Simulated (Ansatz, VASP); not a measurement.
One calculation of MgZnO4, two programs

```
Mg Zn O
1.0
     3.25156    0.00000    0.00000
     0.00000    3.25156    0.00000
     0.00000    0.00000    5.48573
Mg Zn O
1 1 4
Direct
  0.00000 0.00000 0.00000
  0.50000 0.50000 0.50000
  0.00000 0.00000 0.60133
  0.50000 0.50000 0.10247
  0.50000 0.50000 0.89753
  0.00000 0.00000 0.39867
```

Change from the starting cell: species swapped into the PrDyC4 type (P4/mmm, No. 123).

Alike in both runs: task single point; functional PBE; k mesh 6 × 6 × 4; occupations gaussian, width 0.1 eV; no spin polarisation.

|  | VASP | Ansatz |
| --- | --- | --- |
| version | VASP 6.6.1 | Ansatz 0.2.0 |
| potentials or method | VASP PAW PBE potentials, release 64 (Mg_sv, Zn, O), cutoff 750 eV | scalar-relativistic, plane waves, PAW |
| valence electrons in the cell | 46 | 46 |

|  | VASP | Ansatz | Ansatz less VASP |
| --- | --- | --- | --- |
| gap on the k mesh at the Fermi level (eV) | none | none | - |
| rms of the force components (eV/Å) | 14.059 | 12.645 | -1.4136 |

Atom by atom the forces differ by 1.414 eV/Å (rms over components). A gap of «none» marks a metal or a gap that the smearing closes.

Noted on VASP's run: the standard files for N, O and F lose accuracy on very short bonds.
